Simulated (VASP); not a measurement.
Input of a VASP 6.6.1 run:

Contents of POSCAR:

```
BAs
1.0
    0.0000000000      2.1884877912      2.8450341286
    2.1884877912      0.0000000000      2.8450341286
    2.1884877912      2.1884877912      0.0000000000
B As
1 1
Direct
    0.0000000000      0.0000000000      0.0000000000
    0.7500000000      0.7500000000      0.7500000000
```

File INCAR.step1:

```
SYSTEM = BAs
PREC = Accurate
ENCUT = 520
ISMEAR = 0
SIGMA = 0.05
LREAL = .FALSE.
LASPH = .TRUE.
NELM = 100
NBANDS = 11
GGA = PE
ALGO = Normal
EDIFF = 1E-4
LWAVE = .TRUE.
LCHARG = .FALSE.
```

The input INCAR.step2:

```
SYSTEM = BAs
PREC = Accurate
ENCUT = 520
EDIFF = 1E-6
ISMEAR = 0
SIGMA = 0.05
LREAL = .FALSE.
LASPH = .TRUE.
NELM = 100
ALGO = Normal
ISIF = 2
LWAVE = .FALSE.
LCHARG = .FALSE.
METAGGA = R2SCAN
LMIXTAU = .TRUE.
NBANDS = 11
ISTART = 1
```

KPOINTS

```
regular mesh
0
G
  12 12 12
  0 0 0
```

Potentials or basis: VASP PAW PBE potentials, release 64 (B, As).

Command:

```bash
$ cat potpaw_PBE.64/B/POTCAR potpaw_PBE.64/As/POTCAR > POTCAR
$ cp INCAR.step1 INCAR
$ mpirun -np 1 vasp_std > vasp.out
$ cp INCAR.step2 INCAR
$ mpirun -np 1 vasp_std > vasp.out
```

Question: Predict the pressure.

Answer: 1.8 GPa.

Question: What does it give for the band gap on the k mesh?

Answer: Zero (band 4 reaches 7.28 eV, above the bottom of band 5 at 6.55 eV).

Stress tensor (GPa, compression positive):
```
 26.85   0.00   0.00
  0.00  26.85   0.00
  0.00   0.00 -48.22
```

Caveat: the PAW data sets were made with another functional, which shifts forces and pressure a little.
